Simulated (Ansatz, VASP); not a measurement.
# AlN in VASP and in Ansatz

File POSCAR:

```
AlN
1.0
   -0.0610761100      2.0385470802      2.0385470802
    2.0385470802     -0.0610761100      2.0385470802
    2.0385470802      2.0385470802     -0.0610761100
Al N
1 1
Direct
    0.0000000000      0.0000000000      0.0000000000
    0.5000000000      0.5000000000      0.5000000000
```

Contents of INCAR.step1:

```
  PREC = Accurate
  ENCUT = 520
  EDIFF = 1E-5
  ISMEAR = 0
  SIGMA = 0.01
  LREAL = F
  LASPH = T
  NELM = 80
  ALGO = Normal
  ISIF = 2
  LWAVE = T
  LCHARG = F
  GGA = PE
  NBANDS = 11
```

The input INCAR.step2:

```
  PREC = Accurate
  ENCUT = 520
  EDIFF = 1E-6
  ISMEAR = 0
  SIGMA = 0.01
  LREAL = F
  LASPH = T
  NELM = 80
  ALGO = Normal
  ISIF = 2
  LWAVE = F
  LCHARG = F
  GGA = PE
  LHFCALC = T
  HFSCREEN = 0.2079
  PRECFOCK = Normal
  ISTART = 1
  NBANDS = 11
```

The input KPOINTS:

```
Automatic mesh
0
Gamma
  8 8 8
```

Input for Ansatz:

```yaml
crystal:
  lattice:
    - [-0.06107611, 2.0385470802, 2.0385470802]
    - [2.0385470802, -0.06107611, 2.0385470802]
    - [2.0385470802, 2.0385470802, -0.06107611]
  atoms:
    - { symbol: Al, position: [0.0, 0.0, 0.0] }
    - { symbol: "N", position: [0.5, 0.5, 0.5] }
kpoints:
  mp_grid: { grid: [8, 8, 8] }
  band_path:
    path:
      - [0.0, 0.0, 0.0]
      - [0.5, 0.0, 0.5]
      - [0.625, 0.25, 0.625]
      - [0.375, 0.375, 0.75]
      - [0.5, 0.5, 0.5]
      - [0.5, 0.25, 0.75]
      - [0.0, 0.5, 0.5]
    npoints: 1
hamiltonian:
  xc: hse06
scf:
  occupations: { method: fixed }
  n_extra_bands: 4
output:
  forces: true
  stress: true
  eigenvalues: true
```

Change from the starting cell: epitaxial_111 strain +4.0%.

Alike in both runs: task single point; functional HSE06; k mesh 8 × 8 × 8; no spin polarisation.

```csv
,VASP,Ansatz
version,VASP 6.6.1,Ansatz 0.2.0
potentials or method,"VASP PAW PBE potentials, release 64 (Al, N)","plane waves, PAW"
plane-wave cutoff (eV),520,420
occupations,"gaussian, width 0.01 eV",fixed
valence electrons in the cell,8,8
```

|  | VASP | Ansatz | Ansatz less VASP |
| --- | --- | --- | --- |
| gap on the k mesh at the Fermi level (eV) | 4.74 | 4.79 | +0.054 |
| pressure (GPa) | -18.7 | -18.8 | -0.08 |
| traceless stress, the component that is largest in VASP (GPa) | 8.50 | 8.50 | -0.002 |

Ansatz's warnings: stress exchange threshold loose, stress scf threshold loose.
